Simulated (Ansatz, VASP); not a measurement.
## One calculation of Ni, two programs

```
CELL_PARAMETERS angstrom
2.48794 0.00000 0.00000
-1.24397 2.15462 0.00000
0.00000 0.00000 27.18836
ATOMIC_POSITIONS crystal
Ni 0.66667 0.33333 0.27704
Ni 0.33333 0.66667 0.35064
Ni 0.00000 0.00000 0.42522
Ni 0.66667 0.33333 0.50000
Ni 0.33333 0.66667 0.57478
Ni 0.00000 0.00000 0.64936
Ni 0.66667 0.33333 0.72296
```

Alike in both runs: functional PBE; k mesh 15 × 15 × 1; occupations gaussian, width 0.1 eV; collinear spin.

Ansatz relaxed the structure, and its values are those at the end. VASP's run is a single point on that final structure, the one shown.

|  | VASP | Ansatz |
| --- | --- | --- |
| version | VASP 6.6.1 | Ansatz 0.2.0 |
| potentials or method | VASP PAW PBE potentials, release 64 (Ni), cutoff 520 eV | scalar-relativistic, plane waves, PAW |
| valence electrons in the cell | 70 | 126 |

VASP gave:

| Item | Value |
| --- | --- |
| gap on the k mesh at the Fermi level (eV) | none |
| net moment per atom (μB) | 0.66 |
| size of the moment on the site where the two differ most (μB) | 0.69 |

What did Ansatz give for the same quantities?

gap on the k mesh at the Fermi level (eV): none; net moment per atom (μB): 0.67; size of the moment on the site where the two differ most (μB): 0.73.

Site moments also hang on the region over which each program counts them. A gap of «none» marks a metal or a gap that the smearing closes. VASP's potentials hold 70 valence electrons a cell and Ansatz's 126, so a difference there can come from the potentials and not from the codes.
